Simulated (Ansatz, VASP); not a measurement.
One calculation of Rh, two programs

The input POSCAR:

```
Rh
1.0
    0.0000000000      1.9300732500      1.9300732500
    1.9300732500      0.0000000000      1.9300732500
    1.9300732500      1.9300732500      0.0000000000
Rh
1
Direct
    0.0000000000      0.0000000000      0.0000000000
```

The input INCAR.step1:

```
PREC = Accurate ; ENCUT = 680
ISMEAR = 0 ; SIGMA = 0.15
LREAL = False ; LASPH = True
NELM = 120 ; NBANDS = 14
GGA = PE ; ALGO = Normal
EDIFF = 1E-5 ; LWAVE = True
LCHARG = False ; GGA_COMPAT = False
```

The input INCAR.step2:

```
PREC = Accurate ; ENCUT = 680
EDIFF = 1E-6 ; ISMEAR = 0
SIGMA = 0.15 ; LREAL = False
LASPH = True ; NELM = 120
ALGO = Normal ; ISIF = 2
LWAVE = False ; LCHARG = False
METAGGA = R2SCAN ; LMIXTAU = True
NBANDS = 14 ; ISTART = 1
GGA_COMPAT = False
```

File KPOINTS:

```
regular mesh
0
Gamma
  8 8 8
```

Input for Ansatz:

```yaml
crystal:
  lattice:
    - [0.0, 1.93007325, 1.93007325]
    - [1.93007325, 0.0, 1.93007325]
    - [1.93007325, 1.93007325, 0.0]
  atoms:
    - { symbol: Rh, position: [0.0, 0.0, 0.0] }
basis:
  ecutwfc: 500
kpoints:
  mp_grid: { grid: [8, 8, 8] }
hamiltonian:
  xc: r2scan
scf:
  occupations: { method: gaussian, width: 0.15 }
output:
  forces: true
  stress: true
  eigenvalues: true
```

Change from the starting cell: strain +0.015 along x and y, +0.015 along z, atoms carried along.

Alike in both runs: task single point; functional r2SCAN; k mesh 8 × 8 × 8; occupations gaussian, width 0.15 eV; no spin polarisation.

|  | VASP | Ansatz |
| --- | --- | --- |
| version | VASP 6.6.1 | Ansatz 0.2.0 |
| potentials or method | VASP PAW PBE potentials, release 64 (Rh_sv_GW), cutoff 680 eV | scalar-relativistic, plane waves, PAW |
| valence electrons in the cell | 17 | 17 |

```csv
,VASP,Ansatz,Ansatz less VASP
gap on the k mesh at the Fermi level (eV),none,none,-
pressure (GPa),-10.9,-11.0,-0.10
```

VASP's potentials were made for PBE, not for r2SCAN. A gap of «none» marks a metal or a gap that the smearing closes.
